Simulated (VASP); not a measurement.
## Nb: relaxation of cell and atoms with PBE

Crystal: Nb.

```xyz
3
Lattice="4.6659 0.0000 0.0000 -2.3329 4.0408 0.0000 0.0000 0.0000 2.8602" Properties=species:S:1:pos:R:3 pbc="T T T"
Nb    0.0000    0.0000    0.0000
Nb    0.0000    2.6938    1.4301
Nb    2.3329    1.3469    1.4301
```

This isn't the form of Nb at room conditions, which is bcc.

```yaml
Program: VASP 6.6.1
Task: relaxation of cell and atoms
Functional: PBE
Potentials_or_basis: VASP PAW PBE potentials, release 64 (Nb_sv)
Cutoff: 500 eV
k_mesh: 8 × 8 × 11
Occupations: fermi-dirac, width 0.1 eV
Spin: no spin polarisation
Dipole_correction: no
Further_INCAR_settings: ALGO = Normal; EDIFF = 1e-07; IBRION = 2; EDIFFG = -0.01; NSW = 80; ISIF = 3
```

* Relaxed volume: 18.45 Å³/atom
* Relaxed cell: a = 4.877 Å, b = 4.877 Å, c = 2.688 Å, α = 90.00°, β = 90.00°, γ = 120.00°
* Space group after relaxing (to 0.1 Å): P6/mmm (No. 191)
* Energy gained by relaxing: 109.3 meV/atom
* Ionic steps: 8
* Pressure after relaxing: 0.0 GPa
* Band gap on the k mesh: zero (an odd number of electrons rules out a gap without spin polarisation)

Step by step:
| step | energy change (eV) | largest force (eV/Å) | pressure (GPa) | volume (Å³) |
| --- | --- | --- | --- | --- |
| 1 | 0.0000 | 0.0000 | 4.97 | 53.93 |
| 2 | -0.2594 | 0.0000 | -7.04 | 58.10 |
| 3 | -0.2940 | 0.0000 | -4.87 | 57.09 |
| 4 | -0.2510 | 0.0000 | 6.16 | 53.66 |
| 5 | -0.3258 | 0.0000 | -0.97 | 55.72 |
| 6 | -0.3258 | 0.0000 | -0.85 | 55.68 |
| 7 | -0.3272 | 0.0000 | 0.49 | 55.19 |
| 8 | -0.3278 | 0.0000 | 0.00 | 55.36 |

Final structure:
```cif
data_structure
_symmetry_space_group_name_H-M 'P 1'
_symmetry_Int_Tables_number 1
_cell_length_a 4.8771
_cell_length_b 4.8771
_cell_length_c 2.6876
_cell_angle_alpha 90.000
_cell_angle_beta 90.000
_cell_angle_gamma 120.000
_cell_volume 55.36
loop_
_atom_site_label
_atom_site_type_symbol
_atom_site_fract_x
_atom_site_fract_y
_atom_site_fract_z
_atom_site_occupancy
Nb1 Nb 0.00000 0.00000 0.00000 1
Nb2 Nb 0.33333 0.66667 0.50000 1
Nb3 Nb 0.66667 0.33333 0.50000 1
```

Levels at points of the mesh, in eV from the Fermi level:
```csv
k point,band 18,band 19,band 20,band 21,band 22,band 23
"(0.00, 0.00, 0.00)",-1.21,-1.21,-0.99,0.60,0.60,2.86
"(0.50, 0.00, 0.00)",-1.57,-1.03,-0.89,1.45,1.91,3.06
```

Run time: 6.8 min on 1 thread of Intel(R) Xeon(R) Platinum 8375C CPU @ 2.90GHz (Ice Lake), with other jobs on the host, peak memory 0.21 GiB.
